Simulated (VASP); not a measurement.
# Hf (Fmmm) in VASP: a series of runs

Hf is run at these levels: LDA; tasks: single point.

Program: VASP 6.6.1. These are calculated values, not measurements. Logs are shortened: lines on timing, memory, paths and dates and some standing lists are left out, and cuts for length are marked.

**1. The cell of the first run**

Symmetry: Fmmm, No. 69, orthorhombic system. The conventional cell has a = 4.084 Å, b = 4.200 Å, c = 4.796 Å, α = 90.00°, β = 90.00°, γ = 90.00°. Hf (site symmetry mmm) has 12 Hf at 2.93 to 3.19 Å within 3.9 Å.

**2. Single point, LDA**

INCAR

```
SYSTEM = Hf
ALGO = Fast
EDIFF = 1E-6
ENCUT = 520
ISIF = 2
ISMEAR = 0
LASPH = .TRUE.
LCHARG = .TRUE.
LELF = .TRUE.
LREAL = .FALSE.
LVHAR = .TRUE.
LWAVE = .FALSE.
NBANDS = 11
NELM = 60
PREC = Accurate
SIGMA = 0.15
```

KPOINTS

```
k-points
0
G
  18 18 18
  0 0 0
```

POSCAR

```
Hf
1.0
    0.0000000000      2.0999406034      2.3979390260
    2.0419540779      0.0000000000      2.3979390260
    2.0419540779      2.0999406034      0.0000000000
Hf
1
Direct
    0.0000000000      0.0000000000      0.0000000000
```

Potentials or basis: VASP PAW LDA potentials, release 64 (Hf_pv).

The run is started by

```sh
cat potpaw_LDA.64/Hf_pv/POTCAR > POTCAR
mpirun -np 1 vasp_std > vasp.out
```

OUTCAR:

```text
SYSTEM = Hf
   EDIFF = 1E-6
   ENCUT = 520
   ISIF = 2
   ISMEAR = 0
   LASPH = .TRUE.
   LREAL = .FALSE.
   NELM = 60
   PREC = Accurate

 ion  position               nearest neighbor table
   1  0.000  0.000  0.000-

  LATTYP: Found a face centered orthorhombic cell.
 ALAT       =     4.0839081558
 B/A-ratio  =     1.0283975659
 C/A-ratio  =     1.1743354329

  Lattice vectors:

 A1 = (   0.0000000000,   2.0999406034,   2.3979390260)
 A2 = (   2.0419540779,   0.0000000000,   2.3979390260)
 A3 = (   2.0419540779,   2.0999406034,   0.0000000000)

Analysis of symmetry for initial positions (statically):
=====================================================================
 Subroutine PRICEL returns:
 Original cell was already a primitive cell.

 Routine SETGRP: Setting up the symmetry group for a
 face centered orthorhombic supercell.

 Subroutine GETGRP returns: Found  8 space group operations
 (whereof  8 operations were pure point group operations)
 out of a pool of  8 trial point group operations.

The static configuration has the point symmetry D_2h.

Analysis of symmetry for dynamics (positions and initial velocities):
=====================================================================
 Subroutine PRICEL returns:
 Original cell was already a primitive cell.

 Routine SETGRP: Setting up the symmetry group for a
 face centered orthorhombic supercell.

 Subroutine GETGRP returns: Found  8 space group operations
 (whereof  8 operations were pure point group operations)
 out of a pool of  8 trial point group operations.

The dynamic configuration has the point symmetry D_2h.

 Subroutine INISYM returns: Found  8 space group operations
 (whereof  8 operations are pure point group operations),
 and found     1 'primitive' translations

----------------------------------------------------------------------------------------

                                     Primitive cell

  volume of cell :      20.5646

  direct lattice vectors                    reciprocal lattice vectors
     0.000000000  2.099940603  2.397939026    -0.244863489  0.238101973  0.208512391
     2.041954078  0.000000000  2.397939026     0.244863489 -0.238101973  0.208512391
     2.041954078  2.099940603  0.000000000     0.244863489  0.238101973 -0.208512391

  length of vectors
     3.187453860  3.149553624  2.929048821     0.400160087  0.400160087  0.400160087

  position of ions in fractional coordinates (direct lattice)
     0.000000000  0.000000000  0.000000000

  ion indices of the primitive-cell ions
   primitive index   ion index
                 1           1

----------------------------------------------------------------------------------------

 KPOINTS: k-points

Automatic generation of k-mesh.
 Grid dimensions read from file:
 generate k-points for:   18   18   18

 Generating k-lattice:

  Cartesian coordinates                     Fractional coordinates (reciprocal lattice)
    -0.013603527  0.013227887  0.011584022     0.055555556  0.000000000  0.000000000
     0.013603527 -0.013227887  0.011584022     0.000000000  0.055555556 -0.000000000
     0.013603527  0.013227887 -0.011584022     0.000000000 -0.000000000  0.055555556

  Length of vectors
     0.022231116  0.022231116  0.022231116

  Shift w.r.t. Gamma in fractional coordinates (k-lattice)
     0.000000000  0.000000000  0.000000000

 Subroutine IBZKPT returns following result:
 ===========================================

 Found    865 irreducible k-points:

 Following reciprocal coordinates:
            Coordinates               Weight
  0.000000  0.000000  0.000000      1.000000
  0.055556 -0.000000 -0.000000      8.000000
  0.111111 -0.000000 -0.000000      8.000000
  0.166667  0.000000  0.000000      8.000000
  0.222222 -0.000000 -0.000000      8.000000
  0.277778  0.000000  0.000000      8.000000
[... 16 lines left out ...]
 -0.277778  0.055556  0.000000      8.000000
 -0.222222  0.055556  0.000000      8.000000
 [... further k-points ...]
   k-points           NKPTS =    865   k-points in BZ     NKDIM =    865   number of bands    NBANDS=     11
   number of dos      NEDOS =    301   number of ions     NIONS =      1
   total plane-waves  NPLWV =  13824
   dimension x,y,z NGX =    24 NGY =   24 NGZ =   24
   dimension x,y,z NGXF=    48 NGYF=   48 NGZF=   48
   ions per type =               1
   NGX,Y,Z   is equivalent  to a cutoff of  12.52, 12.67, 13.62 a.u.
   NGXF,Y,Z  is equivalent  to a cutoff of  25.04, 25.34, 27.24 a.u.
 SYSTEM =  Hf
   PREC   = accura    normal or accurate (medium, high low for compatibility)
   ISTART =      0    job   : 0-new  1-cont  2-samecut
   ICHARG =      2    charge: 1-file 2-atom 10-const
   ISPIN  =      1    spin polarized calculation?
   LNONCOLLINEAR =      F non collinear calculations
   LSORBIT =      F    spin-orbit coupling
   LASPH  =      T    aspherical Exc in radial PAW
   ENCUT  =  520.0 eV  38.22 Ry    6.18 a.u.   5.93  5.86  5.45*2*pi/ulx,y,z
   NELM   =     60;   NELMIN=  2; NELMDL= -5     # of ELM steps
   EDIFF  = 0.1E-05   stopping-criterion for ELM
   LREAL  =      F    real-space projection
   EDIFFG = 0.1E-04   stopping-criterion for IOM
   NSW    =      0    number of steps for IOM
   IBRION =     -1    ionic relax: 0-MD 1-quasi-New 2-CG
   NFREE  =      0    steps in history (QN), initial steepest desc. (CG)
   ISIF   =      2    stress and relaxation
   ISYM   =      2    0-nonsym 1-usesym 2-fastsym
   POTIM  = 0.5000    time-step for ionic-motion
   TEBEG  =    0.0;   TEEND  =   0.0 temperature during run
   PSTRESS=    0.0 pullay stress
   NELECT =      10.0000    total number of electrons
   NUPDOWN=      -1.0000    fix difference up-down
   EMIN   =  10.00;   EMAX   =-10.00  energy-range for DOS
   EFERMI =   0.00;   METHOD = LEGACY
   ISMEAR =     0;   SIGMA  =   0.15  broadening in eV -4-tet -1-fermi 0-gaus
   EFERMI_NEDOS =   21; number of points for ismear=-14 and -15
   IALGO  =     68    algorithm
   IMIX   =      4    mixing-type and parameters
     AMIX     =   0.40;   BMIX     =  1.00
     AMIX_MAG =   1.60;   BMIX_MAG =  1.00
  volume/ion in A,a.u.               =      20.56       138.78
  Fermi-wavevector in a.u.,A,eV,Ry     =   1.287363  2.432764 22.548994  1.657304
  Thomas-Fermi vector in A             =   2.419382
   LORBIT       =      0    0 simple, 1 ext, 2 COOP (PROOUT), +10 PAW based schemes
   GGA     = CA    functional components
   LHFCALC =     F    Hartree Fock is set to
   AEXX    =    0.0000 exact exchange contribution
   IVDW    =     0    specifies the selected vdW correction
   LEPSILON=     F    determine dielectric tensor
   LRPA    =     F    only Hartree local field effects (RPA)
 non-spin polarized calculation
 RMM-DIIS sequential band-by-band and
 Gauss-broadening in eV      SIGMA  =   0.15
  energy-cutoff  :      520.00
  volume of cell :       20.56
 maximum number of plane-waves:       572
   NGX = 11   NGY = 11   NGZ = 11

 number of electron      10.0000000 magnetization

 Free energy of the ion-electron system (eV)
  ---------------------------------------------------
  ext. energy  EPLUGINS =         0.00000000
  ---------------------------------------------------
  free energy    TOTEN  =       -10.59295412 eV

  energy without entropy =      -10.57425966  energy(sigma->0) =      -10.58360689

 E-fermi :   5.1482     XC(G=0): -11.8577

 val. band max:        5.1475449435   @ k =  -0.2222   0.0556   0.1111
 cond. band min:       5.1525717633   @ k =   0.3889   0.2222   0.0556
 fundamental gap:      0.0050268198
 Fermi energy:         5.1481551611

 k-point     1 :       0.0000    0.0000    0.0000
  band No.  band energies     occupation
      1     -24.3834      2.00000
      2     -24.3232      2.00000
      3     -24.3186      2.00000
      4      -2.1858      2.00000
      5       5.4254      0.00894
      6       7.2420      0.00000
      7       7.5201      0.00000
      8       7.9562      0.00000
      9      10.9676      0.00000
     10      17.2426      0.00000
     11      19.1260      0.00000

 k-point     2 :       0.0556   -0.0000   -0.0000
  band No.  band energies     occupation
      1     -24.3979      2.00000
      2     -24.3515      2.00000
      3     -24.3218      2.00000
      4      -2.0638      2.00000
      5       5.4619      0.00309
      6       7.1833      0.00000
      7       7.5089      0.00000
      8       7.9488      0.00000
      9      10.8558      0.00000
     10      17.5117      0.00000
     11      19.3511      0.00000

 k-point     3 :       0.1111   -0.0000   -0.0000
  band No.  band energies     occupation
      1     -24.4832      2.00000
      2     -24.3942      2.00000
      3     -24.3251      2.00000
      4      -1.7100      2.00000
      5       5.5359      0.00026
      6       6.8794      0.00000
      7       7.6235      0.00000
      8       8.0095      0.00000
      9      10.5695      0.00000
     10      17.6538      0.00000
     11      18.1668      0.00000

 k-point     4 :       0.1667    0.0000    0.0000
  band No.  band energies     occupation
      1     -24.6424      2.00000
      2     -24.4278      2.00000
      3     -24.3298      2.00000
      4      -1.1624      2.00000
      5       5.5510      0.00015
      6       6.4598      0.00000
      7       7.8342      0.00000
      8       8.2581      0.00000
      9      10.2359      0.00000
     10      17.6089      0.00000
     11      18.4875      0.00000
[... 239 lines left out ...]
 k-point    22 :      -0.3333    0.0556    0.0000
  band No.  band energies     occupation
      1     -25.3114      2.00000
      2     -24.5660      2.00000
      3     -24.3396      2.00000
      4       1.0980      2.00000
      5       5.1606      0.90694
      6       5.8095      0.00000
      7       7.7131      0.00000
      8      10.3936      0.00000
      9      11.2906      0.00000
     10      16.2462      0.00000
     11      17.6920      0.00000

 k-point    23 :      -0.2778    0.0556    0.0000
  band No.  band energies     occupation
      1     -25.1541      2.00000
      2     -24.5300      2.00000
      3     -24.3316      2.00000
      4       0.5919      2.00000
      5       5.0639      1.57297
      6       5.9576      0.00000
      7       7.9397      0.00000
      8       9.8744      0.00000
      9      10.3404      0.00000
     10      16.7421      0.00000
     11      17.6167      0.00000

 k-point    24 :      -0.2222    0.0556    0.0000
  band No.  band energies     occupation
      1     -24.9667      2.00000
      2     -24.4904      2.00000
      3     -24.3247      2.00000
      4      -0.0813      2.00000
      5       5.2578      0.30109
      6       6.0864      0.00000
      7       8.0735      0.00000
      8       9.4484      0.00000
      9       9.5889      0.00000
     10      17.4249      0.00000
     11      17.6375      0.00000

 [... further k-points ...]
[... 5 lines left out ...]
  --------------------------------------------------------------------------------------
  -------------------------------------------------------------------------------------
  Total        0.4328354      0.3200381     -0.4966555      0.0000000      0.0000000      0.0000000
  in kB       33.7219137     24.9339504    -38.6940967      0.0000000      0.0000000      0.0000000
  external PRESSURE =       6.6539225 kB  Pullay stress =       0.0000000 kB

 VOLUME and BASIS-vectors are now :
 -----------------------------------------------------------------------------
  energy-cutoff  :      520.00
  volume of cell :       20.56
      direct lattice vectors                 reciprocal lattice vectors
     0.000000000  2.099940603  2.397939026    -0.244863489  0.238101973  0.208512391
     2.041954078  0.000000000  2.397939026     0.244863489 -0.238101973  0.208512391
     2.041954078  2.099940603  0.000000000     0.244863489  0.238101973 -0.208512391

 POSITION                                       TOTAL-FORCE (eV/Angst)
 -----------------------------------------------------------------------------------
      0.00000      0.00000      0.00000         0.000000      0.000000      0.000000
 -----------------------------------------------------------------------------------
    total drift:                               -0.000000      0.000000      0.000000

  FREE ENERGIE OF THE ION-ELECTRON SYSTEM (eV)
  ---------------------------------------------------
  free  energy   TOTEN  =       -10.5929541247 eV

  energy  without entropy=      -10.5742596589  energy(sigma->0) =      -10.58360689
```

It took 1.8 min on 1 thread of Intel Xeon Platinum 8259CL at 2.50GHz (Skylake/Cascade Lake), shared host; peak memory 0.29 GiB.

What came out:

| Item | Value |
| --- | --- |
| Free energy | -10.5930 eV |
| Pressure | 0.7 GPa |
| Band gap on the k mesh | zero (bands 5 and 6 overlap by 1.56 eV) |

Levels at points of the mesh, in eV from the Fermi level:
```
           k point  band 1  band 2  band 3  band 4  band 5  band 6  band 7  band 8  band 9  band 10
(0.00, 0.00, 0.00)  -29.53  -29.47  -29.47   -7.33    0.28    2.09    2.37    2.81    5.82    12.09
(0.50, 0.00, 0.00)  -30.64  -29.74  -29.50   -3.78    0.25    1.18    2.22    6.38    7.18    10.84
(0.50, 0.50, 0.00)  -30.46  -29.72  -29.68   -3.75   -2.18    1.71    7.15    7.36    7.59    10.69
(0.50, 0.00, 0.50)  -30.58  -30.14  -29.76   -3.51   -2.27    3.85    6.10    6.18    8.80     9.52
(0.00, 0.50, 0.50)  -30.55  -30.18  -29.82   -3.46   -2.44    4.36    6.34    6.35    8.69     9.30
```

Caveat: the cell differs from its parent crystal (strain +e along x and -e along y -0.0133, strain +e along z and -e/2 along x and y +0.1000); the stress differs along the axes, from -4 to 3 GPa; spin-orbit coupling is left out, which moves the levels of the heavy elements.

**3. Single point, LDA**

INCAR

```
SYSTEM = Hf
PREC = Accurate ; ENCUT = 520
EDIFF = 1E-6 ; ISMEAR = 0
SIGMA = 0.15 ; LREAL = .False.
LASPH = .True. ; NELM = 60
ALGO = Fast ; ISIF = 2
LWAVE = .False. ; LCHARG = .False.
GGA = CA ; NBANDS = 11
```

KPOINTS

```
regular mesh
0
Gamma
  18 18 18
  0 0 0
```

POSCAR

```
Hf
1.0
    0.0000000000      2.2634364461      2.0709473406
    2.2054499206      0.0000000000      2.0709473406
    2.2054499206      2.2634364461      0.0000000000
Hf
1
Direct
    0.0000000000      0.0000000000      0.0000000000
```

Potentials or basis: VASP PAW LDA potentials, release 64 (Hf_pv).

The run is started by

```sh
cat potpaw_LDA.64/Hf_pv/POTCAR > POTCAR
mpirun -np 1 vasp_std > vasp.out
```

OUTCAR:

```text
SYSTEM = Hf
   PREC = Accurate
   ENCUT = 520
   EDIFF = 1E-6
   ISMEAR = 0
   LREAL = .False.
   LASPH = .True.
   NELM = 60
   ISIF = 2
   GGA = CA

 ion  position               nearest neighbor table
   1  0.000  0.000  0.000-

  LATTYP: Found a face centered orthorhombic cell.
 ALAT       =     4.1418946812
 B/A-ratio  =     1.0649473685
 C/A-ratio  =     1.0929473684

  Lattice vectors:

 A1 = (   2.2054499206,   2.2634364461,   0.0000000000)
 A2 = (   0.0000000000,   2.2634364461,   2.0709473406)
 A3 = (   2.2054499206,   0.0000000000,   2.0709473406)
[... 508 lines left out ...]
      4      -0.2499      2.00000
      5       5.2756      0.34857
      6       6.5879      0.00000
      7       7.2984      0.00000
      8       8.7790      0.00000
      9      10.1645      0.00000
     10      17.5463      0.00000
     11      17.8173      0.00000

 [... further k-points ...]
[... 5 lines left out ...]
  --------------------------------------------------------------------------------------
  -------------------------------------------------------------------------------------
  Total       -0.0263687     -0.2025205      0.3273841      0.0000000      0.0000000      0.0000000
  in kB       -2.0433084    -15.6933240     25.3690122      0.0000000      0.0000000      0.0000000
  external PRESSURE =       2.5441266 kB  Pullay stress =       0.0000000 kB

 VOLUME and BASIS-vectors are now :
 -----------------------------------------------------------------------------
  energy-cutoff  :      520.00
  volume of cell :       20.68
      direct lattice vectors                 reciprocal lattice vectors
     0.000000000  2.263436446  2.070947341    -0.226711110  0.220903044  0.241435400
     2.205449921  0.000000000  2.070947341     0.226711110 -0.220903044  0.241435400
     2.205449921  2.263436446  0.000000000     0.226711110  0.220903044 -0.241435400

 POSITION                                       TOTAL-FORCE (eV/Angst)
 -----------------------------------------------------------------------------------
      0.00000      0.00000      0.00000         0.000000      0.000000      0.000000
 -----------------------------------------------------------------------------------
    total drift:                               -0.000000     -0.000000     -0.000000

  FREE ENERGIE OF THE ION-ELECTRON SYSTEM (eV)
  ---------------------------------------------------
  free  energy   TOTEN  =       -10.6267303858 eV

  energy  without entropy=      -10.6102551313  energy(sigma->0) =      -10.61849276
```

stdout:

```text
POSCAR found type information on POSCAR Hf
 POSCAR found :  1 types and       1 ions
 scaLAPACK will be used
 LDA part: xc-table for (Slater(with rela. corr.)+CA(PZ))
 , standard interpolation
 POSCAR, INCAR and KPOINTS ok, starting setup
 FFT: planning ... GRIDC
 FFT: planning ... GRID_SOFT
 FFT: planning ... GRID
 WAVECAR not read
 entering main loop
```

Run time: 2.3 min. Hardware: 1 thread of Intel Xeon 8259CL, shared host; peak memory 0.26 GiB.

Results:

```
Free energy            : -10.6267 eV
Pressure               : 0.3 GPa
Band gap on the k mesh : zero (bands 5 and 6 overlap by 1.95 eV)
```

Caveat: the cell differs from its parent crystal (strain +e along x and -e along y -0.0133, strain +e along z and -e/2 along x and y -0.0500); spin-orbit coupling is left out, which moves the levels of the heavy elements.
